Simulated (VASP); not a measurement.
# Al2Cu (I4/mcm) in VASP: notebook, part 2 of 3

VASP 6.6.1.

### 3 Single point, PBE (biaxial strain in the a-b plane: -3.0 %, then relaxed in part)

File INCAR:

```
SYSTEM = Al2Cu
PREC     = Accurate       ! precision mode
ENCUT    = 520            ! plane-wave cutoff, eV
EDIFF    = 1E-6           ! SCF threshold, eV
ISMEAR   = 0              ! smearing method
SIGMA    = 0.1            ! smearing width, eV
LREAL    = .FALSE.        ! projectors in reciprocal space
LASPH    = .TRUE.         ! aspherical terms in the spheres
NELM     = 80             ! most SCF steps
ALGO     = Fast           ! electronic algorithm
ISIF     = 2              ! what is computed and relaxed
LWAVE    = .FALSE.        ! write WAVECAR
LCHARG   = .FALSE.        ! write CHGCAR
GGA      = PE             ! functional
NBANDS   = 46             ! bands
```

File KPOINTS:

```
Automatic mesh
0
G
  6 6 8
  0 0 0
```

File POSCAR:

```
Al2Cu
1.0
    5.8709121099      0.0000000000      0.0000000000
    0.0000000000      5.8709121099      0.0000000000
    0.0000000000      0.0000000000      5.0398179655
Al Cu
8 4
Direct
    0.1616385965      0.3383614035      0.0000000000
    0.1616385965      0.6616385965      0.5000000000
    0.8383614035      0.3383614035      0.5000000000
    0.8383614035      0.6616385965      0.0000000000
    0.6616385965      0.8383614035      0.5000000000
    0.6616385965      0.1616385965      0.0000000000
    0.3383614035      0.8383614035      0.0000000000
    0.3383614035      0.1616385965      0.5000000000
    0.0000000000      0.0000000000      0.7500000000
    0.0000000000      0.0000000000      0.2500000000
    0.5000000000      0.5000000000      0.2500000000
    0.5000000000      0.5000000000      0.7500000000
```

Potentials or basis: VASP PAW PBE potentials, release 64 (Al, Cu).

Command:

```console
$ cat potpaw_PBE.64/Al/POTCAR potpaw_PBE.64/Cu/POTCAR > POTCAR
$ mpirun -np 1 vasp_std > vasp.out
```

OUTCAR:

```text
SYSTEM = Al2Cu
   PREC = Accurate
   ENCUT = 520
   EDIFF = 1E-6
   ISMEAR = 0
   LREAL = .FALSE.
   LASPH = .TRUE.
   NELM = 80
   ISIF = 2
   GGA = PE

 ion  position               nearest neighbor table
   1  0.162  0.338  0.000-   9 2.54  10 2.54  11 2.54  12 2.54   4 2.68   8 2.92   8 2.92   6 3.11
                             7 3.11   7 3.11   6 3.11   3 3.15   2 3.15   3 3.15   2 3.15
   2  0.162  0.662  0.500-   9 2.54  10 2.54  11 2.54  12 2.54   3 2.68   7 2.92   7 2.92   8 3.11
                             5 3.11   8 3.11   5 3.11   4 3.15   4 3.15   1 3.15   1 3.15
   3  0.838  0.338  0.500-   9 2.54  10 2.54  11 2.54  12 2.54   2 2.68   6 2.92   6 2.92   8 3.11
                             5 3.11   5 3.11   8 3.11   4 3.15   4 3.15   1 3.15   1 3.15
   4  0.838  0.662  0.000-   9 2.54  10 2.54  11 2.54  12 2.54   1 2.68   5 2.92   5 2.92   7 3.11
                             6 3.11   6 3.11   7 3.11   3 3.15   3 3.15   2 3.15   2 3.15
   5  0.662  0.838  0.500-   9 2.54  10 2.54  11 2.54  12 2.54   8 2.68   4 2.92   4 2.92   3 3.11
                             2 3.11   3 3.11   2 3.11   6 3.15   7 3.15   6 3.15   7 3.15
   6  0.662  0.162  0.000-   9 2.54  10 2.54  11 2.54  12 2.54   7 2.68   3 2.92   3 2.92   1 3.11
                             4 3.11   4 3.11   1 3.11   5 3.15   8 3.15   8 3.15   5 3.15
   7  0.338  0.838  0.000-   9 2.54  10 2.54  11 2.54  12 2.54   6 2.68   2 2.92   2 2.92   1 3.11
                             4 3.11   1 3.11   4 3.11   5 3.15   8 3.15   8 3.15   5 3.15
   8  0.338  0.162  0.500-   9 2.54  10 2.54  11 2.54  12 2.54   5 2.68   1 2.92   1 2.92   2 3.11
                             3 3.11   2 3.11   3 3.11   6 3.15   7 3.15   7 3.15   6 3.15
   9  0.000  0.000  0.750-  10 2.52  10 2.52   3 2.54   4 2.54   5 2.54   6 2.54   7 2.54   8 2.54
                             1 2.54   2 2.54
  10  0.000  0.000  0.250-   9 2.52   9 2.52   3 2.54   4 2.54   5 2.54   6 2.54   7 2.54   8 2.54
                             1 2.54   2 2.54
  11  0.500  0.500  0.250-  12 2.52  12 2.52   3 2.54   4 2.54   5 2.54   6 2.54   7 2.54   8 2.54
                             1 2.54   2 2.54
  12  0.500  0.500  0.750-  11 2.52  11 2.52   3 2.54   4 2.54   5 2.54   6 2.54   7 2.54   8 2.54
                             1 2.54   2 2.54

  LATTYP: Found a simple tetragonal cell.
 ALAT       =     5.8709121099
 C/A-ratio  =     0.8584386670

  Lattice vectors:

 A1 = (   5.8709121099,   0.0000000000,   0.0000000000)
 A2 = (   0.0000000000,   5.8709121099,   0.0000000000)
 A3 = (   0.0000000000,   0.0000000000,   5.0398179655)

Analysis of symmetry for initial positions (statically):
=====================================================================
 Subroutine PRICEL returns following result:

  LATTYP: Found a body centered tetragonal cell.
 ALAT       =     5.8709121099
 C/A-ratio  =     0.8584386670

  Lattice vectors:

 A1 = (  -2.9354560549,  -2.9354560549,  -2.5199089828)
 A2 = (   2.9354560549,   2.9354560549,  -2.5199089828)
 A3 = (   2.9354560549,  -2.9354560549,   2.5199089828)

   2 primitive cells build up your supercell.

 Routine SETGRP: Setting up the symmetry group for a
 simple tetragonal supercell.

 Subroutine GETGRP returns: Found 16 space group operations
 (whereof  8 operations were pure point group operations)
 out of a pool of 16 trial point group operations.

The static configuration has the point symmetry C_4h.
 The point group associated with its full space group is D_4h.

Analysis of symmetry for dynamics (positions and initial velocities):
[... 119 lines left out ...]
   NGX,Y,Z   is equivalent  to a cutoff of  13.59, 13.59, 13.19 a.u.
   NGXF,Y,Z  is equivalent  to a cutoff of  27.18, 27.18, 26.39 a.u.
 SYSTEM =  Al2Cu
   PREC   = accura    normal or accurate (medium, high low for compatibility)
   ISTART =      0    job   : 0-new  1-cont  2-samecut
   ICHARG =      2    charge: 1-file 2-atom 10-const
   ISPIN  =      1    spin polarized calculation?
   LNONCOLLINEAR =      F non collinear calculations
   LSORBIT =      F    spin-orbit coupling
   LASPH  =      T    aspherical Exc in radial PAW
   ENCUT  =  520.0 eV  38.22 Ry    6.18 a.u.  10.92 10.92  9.37*2*pi/ulx,y,z
   NELM   =     80;   NELMIN=  2; NELMDL= -5     # of ELM steps
   EDIFF  = 0.1E-05   stopping-criterion for ELM
   LREAL  =      F    real-space projection
   EDIFFG = 0.1E-04   stopping-criterion for IOM
   NSW    =      0    number of steps for IOM
   IBRION =     -1    ionic relax: 0-MD 1-quasi-New 2-CG
   NFREE  =      0    steps in history (QN), initial steepest desc. (CG)
   ISIF   =      2    stress and relaxation
   ISYM   =      2    0-nonsym 1-usesym 2-fastsym
   POTIM  = 0.5000    time-step for ionic-motion
   TEBEG  =    0.0;   TEEND  =   0.0 temperature during run
   PSTRESS=    0.0 pullay stress
   NELECT =      68.0000    total number of electrons
   NUPDOWN=      -1.0000    fix difference up-down
   EMIN   =  10.00;   EMAX   =-10.00  energy-range for DOS
   EFERMI =   0.00;   METHOD = LEGACY
   ISMEAR =     0;   SIGMA  =   0.10  broadening in eV -4-tet -1-fermi 0-gaus
   EFERMI_NEDOS =   21; number of points for ismear=-14 and -15
   IALGO  =     68    algorithm
   IMIX   =      4    mixing-type and parameters
     AMIX     =   0.40;   BMIX     =  1.00
     AMIX_MAG =   1.60;   BMIX_MAG =  1.00
  volume/ion in A,a.u.               =      14.48        97.69
  Fermi-wavevector in a.u.,A,eV,Ry     =   1.197574  2.263087 19.513261  1.434184
  Thomas-Fermi vector in A             =   2.333486
   LORBIT       =      0    0 simple, 1 ext, 2 COOP (PROOUT), +10 PAW based schemes
   GGA     = PE    functional components
   LHFCALC =     F    Hartree Fock is set to
   AEXX    =    0.0000 exact exchange contribution
   IVDW    =     0    specifies the selected vdW correction
   LEPSILON=     F    determine dielectric tensor
   LRPA    =     F    only Hartree local field effects (RPA)
 non-spin polarized calculation
 RMM-DIIS sequential band-by-band and
 Gauss-broadening in eV      SIGMA  =   0.10
  energy-cutoff  :      520.00
  volume of cell :      173.71
 maximum number of plane-waves:      4712
 NGX is ok and might be reduce to    48
   NGX = 21   NGY = 21   NGZ = 19

 number of electron      68.0000012 magnetization

 Free energy of the ion-electron system (eV)
  ---------------------------------------------------
  ext. energy  EPLUGINS =         0.00000000
  ---------------------------------------------------
  free energy    TOTEN  =       -46.55385363 eV

  energy without entropy =      -46.53439852  energy(sigma->0) =      -46.54412607

 E-fermi :   8.2725     XC(G=0): -10.9773

 val. band max:        8.2714942630   @ k =   0.3333   0.3333   0.3750
 cond. band min:       8.2820256300   @ k =   0.1667   0.1667   0.1250
 fundamental gap:      0.0105313670
 Fermi energy:         8.2724753197

 k-point     1 :       0.0000    0.0000    0.0000
  band No.  band energies     occupation
      1      -2.6630      2.00000
      2       1.3048      2.00000
      3       1.4244      2.00000
      4       1.5447      2.00000
      5       1.5447      2.00000
      6       2.5762      2.00000
[... 1165 lines left out ...]
     45      12.4556      0.00000
     46      12.4556      0.00000

 [... further k-points ...]

------------------------ aborting loop because EDIFF is reached ----------------------------------------

  FORCE on cell =-STRESS in cart. coord.  units (eV):
  Direction    XX          YY          ZZ          XY          YZ          ZX
  --------------------------------------------------------------------------------------
  -------------------------------------------------------------------------------------
  Total        6.0748186      6.0748186      0.2708840      0.0000000     -0.0000000      0.0000000
  in kB       56.0296469     56.0296469      2.4984343      0.0000000     -0.0000000      0.0000000
  external PRESSURE =      38.1859094 kB  Pullay stress =       0.0000000 kB

 VOLUME and BASIS-vectors are now :
 -----------------------------------------------------------------------------
  energy-cutoff  :      520.00
  volume of cell :      173.71
      direct lattice vectors                 reciprocal lattice vectors
     5.870912110  0.000000000  0.000000000     0.170331284  0.000000000  0.000000000
     0.000000000  5.870912110  0.000000000     0.000000000  0.170331284  0.000000000
     0.000000000  0.000000000  5.039817966     0.000000000  0.000000000  0.198419865

 POSITION                                       TOTAL-FORCE (eV/Angst)
 -----------------------------------------------------------------------------------
      0.94897      1.98649      0.00000        -0.002374      0.002374     -0.000000
      0.94897      3.88442      2.51991        -0.002374     -0.002374      0.000000
      4.92195      1.98649      2.51991         0.002374      0.002374      0.000000
      4.92195      3.88442      0.00000         0.002374     -0.002374     -0.000000
      3.88442      4.92195      2.51991        -0.002374      0.002374     -0.000000
      3.88442      0.94897      0.00000        -0.002374     -0.002374      0.000000
      1.98649      4.92195      0.00000         0.002374      0.002374     -0.000000
      1.98649      0.94897      2.51991         0.002374     -0.002374      0.000000
      0.00000      0.00000      3.77986        -0.000000      0.000000      0.000000
      0.00000      0.00000      1.25995        -0.000000      0.000000     -0.000000
      2.93546      2.93546      1.25995         0.000000      0.000000     -0.000000
      2.93546      2.93546      3.77986        -0.000000      0.000000      0.000000
 -----------------------------------------------------------------------------------
    total drift:                                0.000000     -0.000000     -0.000000

  FREE ENERGIE OF THE ION-ELECTRON SYSTEM (eV)
  ---------------------------------------------------
  free  energy   TOTEN  =       -46.5538536277 eV

  energy  without entropy=      -46.5343985211  energy(sigma->0) =      -46.54412607
```

It took 4.2 min on 1 thread of Intel Xeon 6975P-C (Granite Rapids), shared host; peak memory 0.47 GiB.

What came out:

```
Free energy            : -46.5539 eV
Pressure               : 3.8 GPa
Largest force          : 0.003 eV/Å
Band gap on the k mesh : zero (bands 34 and 35 overlap by 2.02 eV)
```

Forces in eV/Å, atoms in the order of the input:
```
Al  -0.002  0.002  0.000
Al  -0.002 -0.002  0.000
Al   0.002  0.002  0.000
Al   0.002 -0.002  0.000
Al  -0.002  0.002  0.000
Al  -0.002 -0.002  0.000
Al   0.002  0.002  0.000
Al   0.002 -0.002  0.000
Cu   0.000  0.000  0.000
Cu   0.000  0.000  0.000
Cu   0.000  0.000  0.000
Cu   0.000  0.000  0.000
```

Stress tensor (GPa, compression positive):
```
5.60 0.00 0.00
0.00 5.60 0.00
0.00 0.00 0.25
```

Caveat: the cell differs from its parent crystal (biaxial strain in the a-b plane: -3.0 %, then relaxed in part); the stress differs along the axes, from 0 to 6 GPa.

### 4 Single point, PBE (biaxial strain in the a-b plane: -2.0 %)

Edit INCAR of step 3 so:

```diff
@@ -8,3 +8,3 @@
 LASPH    = .TRUE.         ! aspherical terms in the spheres
-NELM     = 80             ! most SCF steps
+NELM     = 60             ! most SCF steps
 ALGO     = Fast           ! electronic algorithm
```

KPOINTS is that of step 3.

File POSCAR:

```
Al2Cu
1.0
    5.9314369771      0.0000000000      0.0000000000
    0.0000000000      5.9314369771      0.0000000000
    0.0000000000      0.0000000000      4.9414799863
Al Cu
8 4
Direct
    0.1587861177      0.3412138823      0.0000000000
    0.1587861177      0.6587861177      0.5000000000
    0.8412138823      0.3412138823      0.5000000000
    0.8412138823      0.6587861177      0.0000000000
    0.6587861177      0.8412138823      0.5000000000
    0.6587861177      0.1587861177      0.0000000000
    0.3412138823      0.8412138823      0.0000000000
    0.3412138823      0.1587861177      0.5000000000
    0.0000000000      0.0000000000      0.7500000000
    0.0000000000      0.0000000000      0.2500000000
    0.5000000000      0.5000000000      0.2500000000
    0.5000000000      0.5000000000      0.7500000000
```

Command:

```console
$ cat potpaw_PBE.64/Al/POTCAR potpaw_PBE.64/Cu/POTCAR > POTCAR
$ mpirun -np 1 vasp_std > vasp.out
```

It took 4.5 min on 1 thread of Intel Xeon 6975P-C (Granite Rapids), shared host; peak memory 0.47 GiB.

The run converged. Its results:

| Item | Value |
| --- | --- |
| Free energy | -46.6603 eV |
| Pressure | 3.3 GPa |
| Largest force | 0.063 eV/Å |
| Band gap on the k mesh | zero (bands 34 and 35 overlap by 2.03 eV) |

Forces in eV/Å, atoms in the order of the input:
```
Al   0.044 -0.044  0.000
Al   0.044  0.044  0.000
Al  -0.044 -0.044  0.000
Al  -0.044  0.044  0.000
Al   0.044 -0.044  0.000
Al   0.044  0.044  0.000
Al  -0.044 -0.044  0.000
Al  -0.044  0.044  0.000
Cu   0.000  0.000  0.000
Cu   0.000  0.000  0.000
Cu   0.000  0.000  0.000
Cu   0.000  0.000  0.000
```

Stress tensor (GPa, compression positive):
```
4.81 0.00 0.00
0.00 4.81 0.00
0.00 0.00 0.32
```

Levels at points of the mesh, in eV from the Fermi level:
| k point | band 31 | band 32 | band 33 | band 34 | band 35 | band 36 | band 37 | band 38 |
| --- | --- | --- | --- | --- | --- | --- | --- | --- |
| (0.00, 0.00, 0.00) | -1.59 | -1.32 | -1.32 | -0.94 | -0.25 | 0.04 | 1.33 | 1.33 |
| (0.50, 0.00, 0.00) | -1.19 | -1.19 | -0.03 | -0.03 | 0.20 | 0.20 | 1.41 | 1.41 |
| (0.50, 0.50, 0.00) | -1.28 | -1.28 | -0.87 | -0.87 | -0.85 | -0.85 | 1.05 | 1.05 |
| (0.00, 0.00, 0.50) | -0.68 | -0.68 | -0.68 | -0.68 | -0.65 | -0.65 | 0.40 | 0.40 |
| (0.50, 0.00, 0.50) | -2.61 | -2.61 | 0.36 | 0.36 | 0.36 | 0.36 | 3.97 | 3.97 |
| (0.50, 0.50, 0.50) | 0.56 | 0.56 | 0.87 | 0.87 | 0.87 | 0.87 | 2.05 | 2.05 |

Caveat: the cell differs from its parent crystal (biaxial strain in the a-b plane: -2.0 %); the cell stands under pressure.

[end of part 2 of 3]

The gap in the log of VASP goes by the Fermi energy; the results here count the filled bands.